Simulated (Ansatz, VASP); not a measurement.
**One calculation of Sb, two programs**

The input INCAR:

```
SYSTEM = Sb
PREC = Accurate ; ENCUT = 520
EDIFF = 1E-6 ; ISMEAR = -1
SIGMA = 0.05 ; LREAL = .FALSE.
LASPH = .TRUE. ; NELM = 60
ALGO = Normal ; ISIF = 2
LWAVE = .FALSE. ; LCHARG = .FALSE.
GGA = PE ; NBANDS = 12
```

File KPOINTS:

```
regular mesh
0
G
  8 8 8
  0 0 0
```

Contents of POSCAR:

```
Sb
1.0
    0.0000000000      3.2710663102      3.2710663102
    3.2710663102      0.0000000000      3.2710663102
    3.2710663102      3.2710663102      0.0000000000
Sb
2
Direct
   -0.2825000000     -0.0725000000     -0.0725000000
    0.2825000000      0.0725000000      0.0725000000
```

Input for Ansatz:

```yaml
crystal:
  lattice:
    - [0.0, 3.2710663102, 3.2710663102]
    - [3.2710663102, 0.0, 3.2710663102]
    - [3.2710663102, 3.2710663102, 0.0]
  atoms:
    - { symbol: Sb, position: [-0.2825, -0.0725, -0.0725] }
    - { symbol: Sb, position: [0.2825, 0.0725, 0.0725] }
kpoints:
  mp_grid: { grid: [8, 8, 8] }
scf:
  occupations: { method: fermi_dirac, width: 0.05 }
hamiltonian:
  xc: pbe
  pseudopotentials: { kind: paw }
output:
  forces: true
  stress: true
  eigenvalues: true
  populations: true
  write_density: true
  write_potential: true
  elf: true
  volumetric_format: npy
```

Change from the starting cell: shortest bond scaled by 0.58, PAW files.

Alike in both runs: task single point; functional PBE; k mesh 8 × 8 × 8; occupations fermi-dirac, width 0.05 eV; no spin polarisation.

|  | VASP | Ansatz |
| --- | --- | --- |
| version | VASP 6.6.1 | Ansatz 0.2.0 |
| potentials or method | VASP PAW PBE potentials, release 64 (Sb) | PAW with Ansatz's default frozen-core files, scalar-relativistic |
| plane-wave cutoff (eV) | 520 | 420 |
| valence electrons in the cell | 10 | 30 |

|  | VASP | Ansatz | Ansatz less VASP |
| --- | --- | --- | --- |
| pressure (GPa) | 99.8 | 110.8 | +11.01 |
| traceless stress, the component that is largest in VASP (GPa) | -98.66 | -109.13 | -10.470 |
| rms of the force components (eV/Å) | 44.804 | 49.664 | +4.8597 |

Atom by atom the forces differ by 4.860 eV/Å (rms over components). The pressures are high and differ by over a tenth, so treat them with care. VASP's potentials hold 10 valence electrons a cell and Ansatz's 30, so a difference there can come from the potentials and not from the codes.

Spin-orbit coupling is off throughout. Noted on VASP's run: the cell as given lies far from equilibrium.
